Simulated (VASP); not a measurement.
A run of VASP 6.6.1 is set up as follows.

The input INCAR:

```
SYSTEM = Te2Pt
ALGO     = Normal         ! electronic algorithm
EDIFF    = 1E-6           ! SCF threshold, eV
ENCUT    = 500            ! plane-wave cutoff, eV
GGA      = PE             ! functional
GGA_COMPAT= .False.      
ISIF     = 2              ! what is computed and relaxed
ISMEAR   = 0              ! smearing method
IVDW     = 12             ! dispersion correction
LASPH    = .True.         ! aspherical terms in the spheres
LCHARG   = .True.         ! write CHGCAR
LELF     = .True.         ! ELF
LREAL    = .False.        ! projectors in reciprocal space
LVHAR    = .True.       
LWAVE    = .False.        ! write WAVECAR
NBANDS   = 18             ! bands
NELM     = 120            ! most SCF steps
PREC     = Accurate       ! precision mode
SIGMA    = 0.1            ! smearing width, eV
```

Contents of KPOINTS:

```
k-points
0
Gamma
  15 15 8
  0 0 0
```

The input POSCAR:

```
Te2Pt
1.0
    4.0534697890      0.0000000000      0.0000000000
   -2.0267348945      3.5104078107      0.0000000000
    0.0000000000      0.0000000000      5.0878839660
Te Pt
2 1
Direct
    0.6666666667      0.3333333333      0.7330628320
    0.3333333333      0.6666666667      0.2669371680
    0.0000000000      0.0000000000      0.0000000000
```

Potentials or basis: VASP PAW PBE potentials, release 64 (Te, Pt).

Command:

```console
$ cat potpaw_PBE.64/Te/POTCAR potpaw_PBE.64/Pt/POTCAR > POTCAR
$ mpirun -np 1 vasp_std > vasp.out
```

Question: What does it give for the dispersion energy per atom?

Answer: -0.566 eV.

Question: What does it give for the pressure?

Answer: -0.2 GPa.

Question: Estimate the largest force.

Answer: 0.003 eV/Å.

Question: What does it give for the band gap on the k mesh?

Answer: Zero (band 11 reaches 9.87 eV, above the bottom of band 12 at 8.61 eV).

Forces in eV/Å, atoms in the order of the input:
```
Te   0.000  0.000  0.003
Te   0.000  0.000 -0.003
Pt   0.000  0.000  0.000
```

Caveat: spin-orbit coupling is left out, which moves the levels of the heavy elements; pairwise dispersion overbinds metals, which lowers pressure and volume.
